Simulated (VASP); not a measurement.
Set up this calculation in VASP 6.6.1, as the native input.

* Task: single point
* Functional: r2SCAN
* Potentials or basis: VASP PAW PBE potentials, release 64 (Br)
* Cutoff: 520 eV
* k mesh: 6 × 6 × 6
* Occupations: fermi-dirac, width 0.05 eV
* Spin: no spin polarisation
* Dipole correction: no
* Further INCAR settings: ALGO = Normal; EDIFF = 1e-06; NBANDS = 14

Crystal: Br.

```xyz
2
Lattice="0.0000 3.4954 3.4954 3.4954 0.0000 3.4954 3.4954 3.4954 0.0000" Properties=species:S:1:pos:R:3 pbc="T T T"
Br    6.9908    6.9908    6.9908
Br    1.7477    1.7477    1.7477
```

One way to write it, as run:

POSCAR

```
Br
1.0
    0.0000000000      3.4953859827      3.4953859827
    3.4953859827      0.0000000000      3.4953859827
    3.4953859827      3.4953859827      0.0000000000
Br
2
Direct
    1.0000000000      1.0000000000      1.0000000000
    0.2500000000      0.2500000000      0.2500000000
```

INCAR.step1

```
SYSTEM = Br
ALGO = Normal
EDIFF = 1E-4
ENCUT = 520
GGA = PE
ISMEAR = -1
LASPH = .True.
LCHARG = .False.
LREAL = .False.
LWAVE = .True.
NBANDS = 14
NELM = 80
PREC = Accurate
SIGMA = 0.05
```

INCAR.step2

```
SYSTEM = Br
ALGO = Normal
EDIFF = 1E-6
ENCUT = 520
ISIF = 2
ISMEAR = -1
ISTART = 1
LASPH = .True.
LCHARG = .False.
LMIXTAU = .True.
LREAL = .False.
LWAVE = .False.
METAGGA = R2SCAN
NBANDS = 14
NELM = 80
PREC = Accurate
SIGMA = 0.05
```

KPOINTS

```
k-points
0
Gamma
  6 6 6
  0 0 0
```

Potentials or basis: VASP PAW PBE potentials, release 64 (Br).

The run is started by

```sh
$ cat potpaw_PBE.64/Br/POTCAR > POTCAR
$ cp INCAR.step1 INCAR
$ mpirun -np 1 vasp_std > vasp.out
$ cp INCAR.step2 INCAR
$ mpirun -np 1 vasp_std > vasp.out
```

Results of the run:

```json
{
  "Pressure": "-0.2 GPa",
  "Band gap on the k mesh": "zero (bands 7 and 8 overlap by 1.25 eV)"
}
```

Caveat: the PAW data sets were made with another functional, which shifts forces and pressure a little.

Wall time 2.2 min on 1 thread of Intel Xeon 8259CL, on a shared host, peak memory 0.25 GiB.
